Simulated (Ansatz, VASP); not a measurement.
## Two plane-wave programs on AlAs

```
CELL_PARAMETERS angstrom
0.00000 2.83318 2.83318
2.83318 0.00000 2.83318
2.83318 2.83318 0.00000
ATOMIC_POSITIONS crystal
Al 0.00000 0.00000 0.00000
As 0.75000 0.75000 0.75000
```

Alike in both runs: task single point; functional LDA; k mesh 8 × 8 × 8; collinear spin.

|  | VASP | Ansatz |
| --- | --- | --- |
| version | VASP 6.6.1 | Ansatz 0.2.0 |
| potentials or method | VASP PAW LDA potentials, release 64 (Al, As), cutoff 500 eV | scalar-relativistic, plane waves, PAW |
| occupations | methfessel-paxton of order 1, width 0.05 eV | methfessel-paxton of order 1, width 0.001 eV |
| valence electrons in the cell | 8 | 18 |

VASP gave:

```
gap on the k mesh at the Fermi level (eV) : 1.34
pressure (GPa)                            : -1.1
net moment per atom (μB)                  : 0.00
```

**Question.** Which values does Ansatz return?

**Answer.** gap on the k mesh at the Fermi level (eV): 1.36; pressure (GPa): -1.4; net moment per atom (μB): 0.00.

LDA's correlation is that of Perdew and Zunger in VASP and of Perdew and Wang (1992) in Ansatz. VASP's potentials hold 8 valence electrons a cell and Ansatz's 18, so a difference there can come from the potentials and not from the codes. Ansatz's warnings: seeded moment not kept, stability check not made.
